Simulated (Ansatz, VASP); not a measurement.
## CdS in VASP and in Ansatz

```
Cd S
1.0
     4.13480   -0.06202   -0.06202
    -2.12111    3.61185   -0.02270
    -0.10124   -0.10124    6.74900
Cd S
2 2
Direct
  0.33333 0.66667 0.00000
  0.66667 0.33333 0.50000
  0.33333 0.66667 0.38500
  0.66667 0.33333 0.88500
```

Change from the starting cell: equal xy, yz and zx shear strains of -3 %.

Alike in both runs: task single point; functional PBE; k mesh 7 × 7 × 4; occupations fermi-dirac, width 0.01 eV; no spin polarisation.

|  | VASP | Ansatz |
| --- | --- | --- |
| version | VASP 6.6.1 | Ansatz 0.2.0 |
| potentials or method | VASP PAW PBE potentials, release 64 (Cd, S), cutoff 520 eV | all-electron LAPW, scalar-relativistic |

|  | VASP | Ansatz | Ansatz less VASP |
| --- | --- | --- | --- |
| gap on the k mesh at the Fermi level (eV) | 1.15 | 1.14 | -0.003 |
| pressure (GPa) | 3.0 | 2.7 | -0.32 |
| traceless stress, the component that is largest in VASP (GPa) | -1.60 | -1.55 | +0.051 |
| rms of the force components (eV/Å) | 0.242 | 0.234 | -0.0072 |

Atom by atom the forces differ by 0.007 eV/Å (rms over components). Ansatz ran all-electron here, and VASP with PAW potentials.
